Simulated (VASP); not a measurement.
A run of VASP 6.6.1 is set up as follows.

The input INCAR:

```
PREC = Accurate
ENCUT = 520
EDIFF = 1E-7
ISMEAR = 0
SIGMA = 0.15
LREAL = False
LASPH = True
NELM = 60
ALGO = Normal
ISIF = 2
LWAVE = False
LCHARG = False
GGA = PE
NBANDS = 12
```

The input KPOINTS:

```
Automatic mesh
0
Gamma
  22 22 22
```

POSCAR

```
Cu
1.0
    0.0000000000      1.8346125000      1.8617250000
    1.8346125000      0.0000000000      1.8617250000
    1.8346125000      1.8346125000      0.0000000000
Cu
1
Direct
    0.0000000000      0.0000000000      0.0000000000
```

Potentials or basis: VASP PAW PBE potentials, release 64 (Cu).

Run with:

```sh
$ cat potpaw_PBE.64/Cu/POTCAR > POTCAR
$ mpirun -np 1 vasp_std > vasp.out
```

**Question.** Estimate the pressure.

**Answer.** -5.4 GPa.

Stress tensor (GPa, compression positive):
```
-5.11  0.00  0.00
 0.00 -5.11  0.00
 0.00  0.00 -5.87
```

Caveat: the cell differs from its parent crystal (strain +0.015 along x and y, +0.030 along z).
